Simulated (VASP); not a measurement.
Set up this calculation in VASP 6.6.1, as the native input.

| Property | Result |
| --- | --- |
| Task | single point |
| Functional | PBE |
| Potentials or basis | VASP PAW PBE potentials, release 64 (Pt) |
| Cutoff | 500 eV |
| k mesh | 8 × 8 × 8 |
| Occupations | gaussian, width 0.1 eV |
| Spin | no spin polarisation |
| Dipole correction | no |
| Further INCAR settings | ALGO = Normal; EDIFF = 1e-06; NBANDS = 11 |

The structure of Pt lies in POSCAR:

```
Pt
1.0
    0.0000000000      1.9836737130      1.9836737130
    1.9836737130      0.0000000000      1.9836737130
    1.9836737130      1.9836737130      0.0000000000
Pt
1
Direct
    0.0000000000      0.0000000000      0.0000000000
```

One way to write it, as run:

INCAR

```
ALGO = Normal
EDIFF = 1E-6
ENCUT = 500
GGA = PE
GGA_COMPAT = F
ISIF = 2
ISMEAR = 0
LASPH = T
LCHARG = F
LREAL = F
LWAVE = F
NBANDS = 11
NELM = 120
PREC = Accurate
SIGMA = 0.1
```

KPOINTS

```
k-points
0
Gamma
  8 8 8
```

Potentials or basis: VASP PAW PBE potentials, release 64 (Pt).

Command:

```bash
$ cat potpaw_PBE.64/Pt/POTCAR > POTCAR
$ mpirun -np 1 vasp_std > vasp.out
```

Results of the run:

- Pressure: -0.6 GPa
- Band gap on the k mesh: zero (band 5 reaches 11.03 eV, above the bottom of band 6 at 8.94 eV)

Caveat: spin-orbit coupling is left out, which moves the levels of the heavy elements.

Wall time 6.3 s on 1 thread of Intel Xeon 8259CL, with other jobs on the host, peak memory 0.13 GiB.
